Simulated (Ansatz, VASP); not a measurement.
# One calculation of TiO2, two programs

```
CELL_PARAMETERS angstrom
-1.89210 1.89210 4.75730
1.89210 -1.89210 4.75730
1.89210 1.89210 -4.75730
ATOMIC_POSITIONS crystal
Ti 0.00000 0.00000 0.00000
Ti 0.75000 0.25000 0.50000
O 0.20876 0.20876 0.00000
O 0.95876 0.45876 0.50000
O 0.54124 0.04124 0.50000
O 0.79124 0.79124 0.00000
```

Alike in both runs: functional PBE; k mesh 5 × 5 × 5; no spin polarisation.

Ansatz relaxed the structure, and its values are those at the end. VASP's run is a single point on that final structure, the one shown.

```csv
,VASP,Ansatz
version,VASP 6.6.1,Ansatz 0.2.0
potentials or method,"VASP PAW PBE potentials, release 64 (Ti_sv, O)","scalar-relativistic, plane waves, PAW"
plane-wave cutoff (eV),520,420
occupations,"gaussian, width 0.01 eV",fixed
valence electrons in the cell,48,48
```

VASP gave:

| Item | Value |
| --- | --- |
| gap on the k mesh at the Fermi level (eV) | 2.09 |
| least direct gap on the mesh (eV) | 2.45 |
| pressure (GPa) | 5.5 |
| rms of the force components (eV/Å) | 0.011 |

Which values does Ansatz return?

gap on the k mesh at the Fermi level (eV): 2.11; least direct gap on the mesh (eV): 2.47; pressure (GPa): 4.8; rms of the force components (eV/Å): 0.000.

Ansatz's warnings: stress scf threshold loose.

The k mesh is coarse, so the values compare programs but aren't converged.
